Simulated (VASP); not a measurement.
# Na3Rh (P-6m2) in VASP: a series of runs, part 2 of 2

VASP 6.6.1. The steps go on from the part before.

### Step 3. Single point, PBE, collinear spin, ferromagnetic start

This run uses another cell than the first one, of 39.16 Å³/atom.

INCAR reads:

```
PREC = Accurate ; ENCUT = 520
EDIFF = 1E-6 ; ISMEAR = 0
SIGMA = 0.1 ; LREAL = F
LASPH = T ; NELM = 150
ALGO = Fast ; ISIF = 2
LWAVE = F ; LCHARG = T
ISPIN = 2 ; MAGMOM = 0 0 0 1
LORBIT = 11 ; LMAXMIX = 4
GGA = PE ; LELF = T
LVHAR = T ; NBANDS = 30
```

KPOINTS reads:

```
regular mesh
0
Gamma
  3 3 6
```

POSCAR reads:

```
Na3Rh
1.0
    7.8792713954      0.0000000000      0.0000000000
   -3.9396356977      6.8236491917      0.0000000000
    0.0000000000      0.0000000000      2.9131528479
Na Rh
3 1
Direct
    0.8204757574      0.1795242426      0.0000000000
    0.8204757574      0.6409515149      0.0000000000
    0.3590484851      0.1795242426      0.0000000000
    0.0000000000      0.0000000000      0.5000000000
```

Potentials or basis: VASP PAW PBE potentials, release 64 (Na_pv, Rh_pv).

On the command line:

```bash
$ cat potpaw_PBE.64/Na_pv/POTCAR potpaw_PBE.64/Rh_pv/POTCAR > POTCAR
$ mpirun -np 1 vasp_std > vasp.out
```

OUTCAR:

```text
PREC = Accurate
   ENCUT = 520
   EDIFF = 1E-6
   ISMEAR = 0
   LREAL = F
   LASPH = T
   NELM = 150
   ISIF = 2
   ISPIN = 2
   LORBIT = 11
   GGA = PE

 ion  position               nearest neighbor table
   1  0.820  0.180  0.000-   4 2.85   4 2.85
   2  0.820  0.641  0.000-   4 2.85   4 2.85
   3  0.359  0.180  0.000-   4 2.85   4 2.85
   4  0.000  0.000  0.500-   2 2.85   2 2.85   3 2.85   3 2.85   1 2.85   1 2.85

  LATTYP: Found a hexagonal cell.
[... 1008 lines left out ...]
  energy-cutoff  :      520.00
  volume of cell :      156.63
      direct lattice vectors                 reciprocal lattice vectors
     7.879271395  0.000000000  0.000000000     0.126915288  0.073274576  0.000000000
    -3.939635698  6.823649192  0.000000000     0.000000000  0.146549152  0.000000000
     0.000000000  0.000000000  2.913152848     0.000000000  0.000000000  0.343270694

 POSITION                                       TOTAL-FORCE (eV/Angst)
 -----------------------------------------------------------------------------------
      5.75749      1.22501      0.00000        -0.003358      0.001939      0.000000
      3.93964      4.37363      0.00000         0.000000     -0.003878     -0.000000
      2.12178      1.22501      0.00000         0.003358      0.001939      0.000000
      0.00000      0.00000      1.45658         0.000000      0.000000      0.000000
 -----------------------------------------------------------------------------------
    total drift:                               -0.000001      0.000001     -0.000000

  FREE ENERGIE OF THE ION-ELECTRON SYSTEM (eV)
  ---------------------------------------------------
  free  energy   TOTEN  =        -8.9441311253 eV

  energy  without entropy=       -8.9360149369  energy(sigma->0) =       -8.94007303

 total charge

# of ion       s       p       d       tot
------------------------------------------
    1        0.112   5.977   0.000   6.089
    2        0.112   5.977   0.000   6.089
    3        0.112   5.977   0.000   6.089
    4        0.372   6.053   7.274  13.698
--------------------------------------------------
tot          0.708  23.984   7.274  31.966

 magnetization (x)

# of ion       s       p       d       tot
------------------------------------------
    1        0.000   0.000   0.000   0.000
    2        0.000   0.000   0.000   0.000
    3        0.000   0.000   0.000   0.000
    4        0.000   0.000  -0.000   0.000
--------------------------------------------------
tot          0.000   0.000  -0.000   0.000
```

stdout:

```text
POSCAR found type information on POSCAR NaRh
 POSCAR found :  2 types and       4 ions
 scaLAPACK will be used
 LDA part: xc-table for (Slater+PW92), standard interpolation
 POSCAR, INCAR and KPOINTS ok, starting setup
 FFT: planning ... GRIDC
 FFT: planning ... GRID_SOFT
 FFT: planning ... GRID
 WAVECAR not read
 entering main loop
```

Wall time 68 s (1 thread of Intel Xeon 6975P-C (Granite Rapids), shared host); peak memory 0.38 GiB.

What came out:

| Property | Result |
| --- | --- |
| Free energy | -8.9441 eV |
| Pressure | 0.0 GPa |
| Largest force | 0.004 eV/Å |
| Band gap on the k mesh | zero (filled and empty bands overlap) |
| Net moment | 0.00 μB per cell |
| Valence electrons inside the program's atomic spheres | Na 6.09; Rh 13.70 |

Forces on the atoms (eV/Å):
```
Na  -0.003  0.002  0.000
Na   0.000 -0.004  0.000
Na   0.003  0.002  0.000
Rh   0.000  0.000  0.000
```

Levels at points of the mesh, in eV from the Fermi level:
Spin up:
| k point | band 15 | band 16 | band 17 | band 18 | band 19 | band 20 | band 21 | band 22 |
| --- | --- | --- | --- | --- | --- | --- | --- | --- |
| (0.00, 0.00, 0.00) | -1.02 | -1.02 | -0.35 | 0.18 | 0.18 | 0.59 | 0.59 | 1.62 |
| (0.00, 0.00, 0.50) | -0.45 | -0.45 | -0.42 | 1.85 | 2.23 | 3.70 | 4.17 | 4.17 |
Spin down:
```tsv
k point	band 14	band 15	band 16	band 17	band 18	band 19	band 20	band 21	band 22	band 23
(0.00, 0.00, 0.00)	-2.11	-1.02	-1.02	-0.35	0.18	0.18	0.59	0.59	1.62	1.62
(0.00, 0.00, 0.50)	-1.66	-0.45	-0.45	-0.42	1.85	2.23	3.70	4.17	4.17	4.54
```

### Step 4. Relaxation of cell and atoms, PBE

This run uses another cell than the first one, of 39.16 Å³/atom.

INCAR reads:

```
PREC = Accurate ; ENCUT = 600
EDIFF = 1E-6 ; ISMEAR = 0
SIGMA = 0.1 ; LREAL = F
LASPH = T ; NELM = 80
ALGO = Fast ; ISIF = 3
LWAVE = F ; LCHARG = F
GGA = PE ; IBRION = 2
NSW = 100 ; EDIFFG = -0.01
```

KPOINTS reads:

```
Automatic mesh
0
Gamma
  6 6 16
```

POSCAR is that of step 3.

On the command line:

```bash
$ cat potpaw_PBE.64/Na_pv/POTCAR potpaw_PBE.64/Rh_pv/POTCAR > POTCAR
$ mpirun -np 1 vasp_std > vasp.out
```

Wall time 6.1 min (1 thread of Intel Xeon 6975P-C (Granite Rapids), shared host); peak memory 0.49 GiB.

Results (log left out):

```yaml
Free_energy: -8.9974 eV
Relaxed_volume: 38.96 Å³/atom
Relaxed_cell: a = 7.965 Å, b = 7.965 Å, c = 2.837 Å, α = 90.00°, β = 90.00°, γ = 120.00°
Space_group_after_relaxing_to_0.1_Å: P-6m2 (No. 187)
Energy_gained_by_relaxing: 2.3 meV/atom
Ionic_steps: 5
Pressure_after_relaxing: 0.0 GPa
Largest_force_after_relaxing: 0.009 eV/Å
Band_gap_on_the_k_mesh: zero (bands 18 and 19 overlap by 2.75 eV)
```

Forces on the atoms (eV/Å):
```
Na  -0.008  0.004  0.000
Na   0.000 -0.009  0.000
Na   0.008  0.004  0.000
Rh   0.000  0.000  0.000
```

The path:
```tsv
step	energy change (eV)	largest force (eV/Å)	pressure (GPa)	volume (Å³)
1	0.0000	0.0258	-0.09	156.63
2	-0.0034	0.0297	-0.04	156.11
3	-0.0081	0.0440	0.14	154.54
4	-0.0091	0.0167	0.02	155.56
5	-0.0092	0.0089	0.00	155.84
```

Final structure:
```cif
data_structure
_symmetry_space_group_name_H-M 'P 1'
_symmetry_Int_Tables_number 1
_cell_length_a 7.9649
_cell_length_b 7.9649
_cell_length_c 2.8366
_cell_angle_alpha 90.000
_cell_angle_beta 90.000
_cell_angle_gamma 120.000
_cell_volume 155.84
loop_
_atom_site_label
_atom_site_type_symbol
_atom_site_fract_x
_atom_site_fract_y
_atom_site_fract_z
_atom_site_occupancy
Na1 Na 0.81975 0.18025 0.00000 1
Na2 Na 0.81975 0.63951 0.00000 1
Na3 Na 0.36049 0.18025 0.00000 1
Rh1 Rh 0.00000 0.00000 0.50000 1
```

Levels at points of the mesh, in eV from the Fermi level:
```
           k point  band 16  band 17  band 18  band 19  band 20  band 21
(0.00, 0.00, 0.00)    -1.07    -0.44     0.23     0.23     0.52     0.52
(0.50, 0.00, 0.00)    -1.00    -0.90     0.02     0.23     0.23     0.62
(0.00, 0.00, 0.50)    -0.42    -0.39     2.03     2.41     3.87     4.33
(0.50, 0.00, 0.50)    -0.41    -0.34     2.33     2.34     3.36     3.69
```

### Step 5. Relaxation of cell and atoms, PBE

This run uses another cell than the first one, of 37.32 Å³/atom.

INCAR reads:

```
PREC     = Accurate       # precision mode
ENCUT    = 970            # plane-wave cutoff, eV
EDIFF    = 1E-7           # SCF threshold, eV
ISMEAR   = 0              # smearing method
SIGMA    = 0.1            # smearing width, eV
LREAL    = False          # projectors in reciprocal space
LASPH    = True           # aspherical terms in the spheres
NELM     = 120            # most SCF steps
ALGO     = Normal         # electronic algorithm
ISIF     = 3              # what is computed and relaxed
LWAVE    = False          # write WAVECAR
LCHARG   = False          # write CHGCAR
GGA      = PE             # functional
IBRION   = 2              # ionic algorithm
NSW      = 90             # ionic steps
EDIFFG   = -0.04          # ionic threshold
GGA_COMPAT= False        
NELMIN   = 4
```

KPOINTS reads:

```
Automatic mesh
0
Gamma
  3 3 6
```

POSCAR reads:

```
Na3Rh
1.0
    7.8516456878      0.0000000000      0.0000000000
   -3.9258228439      6.7997246272      0.0000000000
    0.0000000000      0.0000000000      2.7961861762
Na Rh
3 1
Direct
    0.8154125928      0.1845874072      0.0000000000
    0.8154125928      0.6308251856      0.0000000000
    0.3691748144      0.1845874072      0.0000000000
    0.0000000000      0.0000000000      0.5000000000
```

Potentials or basis: VASP PAW PBE potentials, release 64 (Na_sv, Rh_sv_GW).

On the command line:

```bash
$ cat potpaw_PBE.64/Na_sv/POTCAR potpaw_PBE.64/Rh_sv_GW/POTCAR > POTCAR
$ mpirun -np 1 vasp_std > vasp.out
```

Run time: 10 min. Hardware: 1 thread of Intel Xeon Platinum 8488C (Sapphire Rapids), shared host; peak memory 0.51 GiB.

The run converged. Its results:

* Free energy: -8.0861 eV
* Relaxed volume: 37.26 Å³/atom
* Relaxed cell: a = 7.716 Å, b = 7.716 Å, c = 2.890 Å, α = 90.00°, β = 90.00°, γ = 120.00°
* Space group after relaxing (to 0.1 Å): P-6m2 (No. 187)
* Energy gained by relaxing: 4.8 meV/atom
* Ionic steps: 6
* Pressure after relaxing: 0.0 GPa
* Largest force after relaxing: 0.028 eV/Å
* Band gap on the k mesh: zero (bands 22 and 23 overlap by 2.45 eV)

Forces in eV/Å, atoms in the order of the input:
```
Na   0.024 -0.014  0.000
Na   0.000  0.028  0.000
Na  -0.024 -0.014  0.000
Rh   0.000  0.000  0.000
```

Step by step:
```csv
step,energy change (eV),largest force (eV/Å),pressure (GPa),volume (Å³)
1,0.0000,0.1024,-0.01,149.29
2,-0.0079,0.0875,-0.01,149.24
3,-0.0188,0.0462,0.00,149.02
4,-0.0189,0.0417,0.01,148.99
5,-0.0189,0.0400,0.01,148.98
6,-0.0193,0.0281,0.03,149.03
```

Final structure:
```cif
data_structure
_symmetry_space_group_name_H-M 'P 1'
_symmetry_Int_Tables_number 1
_cell_length_a 7.7158
_cell_length_b 7.7158
_cell_length_c 2.8905
_cell_angle_alpha 90.000
_cell_angle_beta 90.000
_cell_angle_gamma 120.000
_cell_volume 149.03
loop_
_atom_site_label
_atom_site_type_symbol
_atom_site_fract_x
_atom_site_fract_y
_atom_site_fract_z
_atom_site_occupancy
Na1 Na 0.81731 0.18269 0.00000 1
Na2 Na 0.81731 0.63461 0.00000 1
Na3 Na 0.36539 0.18269 0.00000 1
Rh1 Rh 0.00000 0.00000 0.50000 1
```

Levels at points of the mesh, in eV from the Fermi level:
```
           k point  band 18  band 19  band 20  band 21  band 22  band 23  band 24  band 25  band 26
(0.00, 0.00, 0.00)    -2.19    -1.06    -1.06    -0.35     0.19     0.19     0.65     0.65     1.67
(0.00, 0.00, 0.50)    -1.72    -0.47    -0.47    -0.43     1.84     2.19     3.76     4.30     4.30
```

Caveat: the k points lie up to 0.36 Å⁻¹ apart in the final cell, too coarse for converged energies and pressures of a metal.

### Step 6. The runs side by side

```tsv
task	potentials or basis	spin	cell	k mesh	cutoff (eV)	gap on the mesh (eV)	pressure (GPa)	relaxed volume (Å³/atom)	largest force (eV/Å)
single point	VASP PAW PBE potentials, release 64 (Na_pv, Rh_pv)	off	a = 7.961, b = 7.961, c = 2.834 Å, angles 90.0, 90.0, 120.0°, 4 atoms, atomic positions A	6 × 6 × 16	520	none	0.0	-	-
single point	VASP PAW PBE potentials, release 64 (Na_pv, Rh_pv)	collinear, ferromagnetic start	a = 7.879, b = 7.879, c = 2.913 Å, angles 90.0, 90.0, 120.0°, 4 atoms, atomic positions B	3 × 3 × 6	520	none	0.0	-	-
relaxation of cell and atoms	VASP PAW PBE potentials, release 64 (Na_pv, Rh_pv)	off	relaxed from a = 7.879, b = 7.879, c = 2.913 Å, angles 90.0, 90.0, 120.0°, 4 atoms, atomic positions B	6 × 6 × 16	600	none	0.0	38.96	0.01
relaxation of cell and atoms	VASP PAW PBE potentials, release 64 (Na_sv, Rh_sv_GW)	off	relaxed from a = 7.852, b = 7.852, c = 2.796 Å, angles 90.0, 90.0, 120.0°, 4 atoms, atomic positions C	3 × 3 × 6	970	none	0.0	37.26	0.03
```

Alike in all rows: level PBE; smearing gaussian 0.1 eV.

Caveats: some runs use coarse meshes.

Total energies depend on the potentials used, so only differences within one code and one set of settings carry meaning.
